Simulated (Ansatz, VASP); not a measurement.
## ScAl3N4 in VASP and in Ansatz

```
Sc Al N
1.0
     6.40203    0.00000    0.00000
    -3.20101    5.54432    0.00000
     0.00000    0.00000    4.96718
Sc Al N
2 6 8
Direct
  0.16667 0.33333 0.98546
  0.83333 0.66667 0.48546
  0.17458 0.83729 0.99910
  0.66271 0.32542 0.99910
  0.66271 0.83729 0.99910
  0.33729 0.16271 0.49910
  0.33729 0.67458 0.49910
  0.82542 0.16271 0.49910
  0.16667 0.33333 0.41399
  0.18650 0.84325 0.37708
  0.65675 0.31350 0.37708
  0.65675 0.84325 0.37708
  0.34325 0.15675 0.87708
  0.34325 0.68650 0.87708
  0.81350 0.15675 0.87708
  0.83333 0.66667 0.91399
```

Alike in both runs: functional LDA; k mesh 4 × 4 × 5; occupations gaussian, width 0.02 eV; no spin polarisation.

Ansatz relaxed the structure, and its values are those at the end. VASP's run is a single point on that final structure, the one shown.

```csv
,VASP,Ansatz
version,VASP 6.6.1,Ansatz 0.2.0
potentials or method,"VASP PAW LDA potentials, release 64 (Sc_sv, Al, N)","scalar-relativistic, plane waves, PAW"
plane-wave cutoff (eV),520,420
valence electrons in the cell,80,80
```

|  | VASP | Ansatz | Ansatz less VASP |
| --- | --- | --- | --- |
| pressure (GPa) | 0.8 | 0.0 | -0.79 |
| rms of the force components (eV/Å) | 0.019 | 0.000 | -0.0185 |

LDA's correlation is that of Perdew and Zunger in VASP and of Perdew and Wang (1992) in Ansatz.
